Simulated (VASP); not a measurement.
Set up this calculation in VASP 6.6.1, as the native input.

* Task: density of states
* Functional: PBE
* Potentials or basis: VASP PAW PBE potentials, release 64 (B, N)
* Cutoff: 520 eV
* k mesh: 12 × 12 × 12
* Occupations: gaussian, width 0.02 eV
* Spin: no spin polarisation
* Dipole correction: no
* k mesh for the DOS: 18 × 18 × 18
* Occupations for the DOS: tetrahedron
* Further INCAR settings: ALGO = Normal; EDIFF = 1e-06; NBANDS = 11

Crystal: BN.

```
B N
1.0
     0.00000    1.81235    1.81235
     1.81235    0.00000    1.81235
     1.81235    1.81235    0.00000
B N
1 1
Direct
  0.00000 0.00000 0.00000
  0.75000 0.75000 0.75000
```

The input as run:

POSCAR

```
BN
1.0
    0.0000000000      1.8123485120      1.8123485120
    1.8123485120      0.0000000000      1.8123485120
    1.8123485120      1.8123485120      0.0000000000
B N
1 1
Direct
    0.0000000000      0.0000000000      0.0000000000
    0.7500000000      0.7500000000      0.7500000000
```

INCAR.step1

```
SYSTEM = BN
ALGO     = Normal         ! electronic algorithm
EDIFF    = 1E-6           ! SCF threshold, eV
ENCUT    = 520            ! plane-wave cutoff, eV
GGA      = PE             ! functional
ISIF     = 2              ! what is computed and relaxed
ISMEAR   = 0              ! smearing method
LASPH    = .True.         ! aspherical terms in the spheres
LCHARG   = .True.         ! write CHGCAR
LREAL    = .False.        ! projectors in reciprocal space
LWAVE    = .False.        ! write WAVECAR
NBANDS   = 11             ! bands
NELM     = 80             ! most SCF steps
PREC     = Accurate       ! precision mode
SIGMA    = 0.02           ! smearing width, eV
```

KPOINTS.step1

```
k-points
0
Gamma
  12 12 12
  0 0 0
```

INCAR.step2

```
SYSTEM = BN
ALGO     = Normal         ! electronic algorithm
EDIFF    = 1E-6           ! SCF threshold, eV
ENCUT    = 520            ! plane-wave cutoff, eV
GGA      = PE             ! functional
ICHARG   = 11             ! starting density
ISIF     = 2              ! what is computed and relaxed
ISMEAR   = -5             ! smearing method
LASPH    = .True.         ! aspherical terms in the spheres
LCHARG   = .False.        ! write CHGCAR
LORBIT   = 11             ! projections on sites
LREAL    = .False.        ! projectors in reciprocal space
LWAVE    = .False.        ! write WAVECAR
NBANDS   = 11             ! bands
NEDOS    = 1001           ! points of the DOS
NELM     = 80             ! most SCF steps
PREC     = Accurate       ! precision mode
SIGMA    = 0.02           ! smearing width, eV
```

KPOINTS.step2

```
k-points
0
Gamma
  18 18 18
  0 0 0
```

Potentials or basis: VASP PAW PBE potentials, release 64 (B, N).

Run with:

```sh
$ cat potpaw_PBE.64/B/POTCAR potpaw_PBE.64/N/POTCAR > POTCAR
$ cp INCAR.step1 INCAR
$ cp KPOINTS.step1 KPOINTS
$ mpirun -np 1 vasp_std > vasp.out
$ cp INCAR.step2 INCAR
$ cp KPOINTS.step2 KPOINTS
$ mpirun -np 1 vasp_std > vasp.out
```

Results of the run:

The valence electrons inside the program's atomic spheres are B 2.02; N 3.97.

Run time: 11 s on 1 thread of Intel(R) Xeon(R) 6975P-C (Granite Rapids) (shared host), peak memory 0.13 GiB.
